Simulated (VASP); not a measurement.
A run of VASP 6.6.1 is set up as follows.

The input INCAR:

```
PREC = Accurate
ENCUT = 520
EDIFF = 1E-7
ISMEAR = 0
SIGMA = 0.15
LREAL = False
LASPH = True
NELM = 60
ALGO = Fast
ISIF = 2
LWAVE = False
LCHARG = False
GGA = CA
NBANDS = 12
```

The input KPOINTS:

```
Automatic mesh
0
Gamma
  20 20 20
```

The input POSCAR:

```
Ti
1.0
    0.0000000000      2.1405714119      2.0005340298
    2.1405714119      0.0000000000      2.0005340298
    2.1405714119      2.1405714119      0.0000000000
Ti
1
Direct
    0.0000000000      0.0000000000      0.0000000000
```

Potentials or basis: VASP PAW LDA potentials, release 64 (Ti_sv).

Run with:

```bash
$ cat potpaw_LDA.64/Ti_sv/POTCAR > POTCAR
$ mpirun -np 1 vasp_std > vasp.out
```

**Question.** Predict the band gap on the k mesh.

**Answer.** Zero (bands 6 and 7 overlap by 1.28 eV).

**Question.** What does it give for the pressure?

**Answer.** -13.2 GPa.

Stress tensor (GPa, compression positive):
```
-13.83   0.00   0.00
  0.00 -13.83   0.00
  0.00   0.00 -11.86
```

Caveat: the cell differs from its parent crystal (normal strain along x +0.0700, normal strain along y +0.0700); the cell stands under tension.
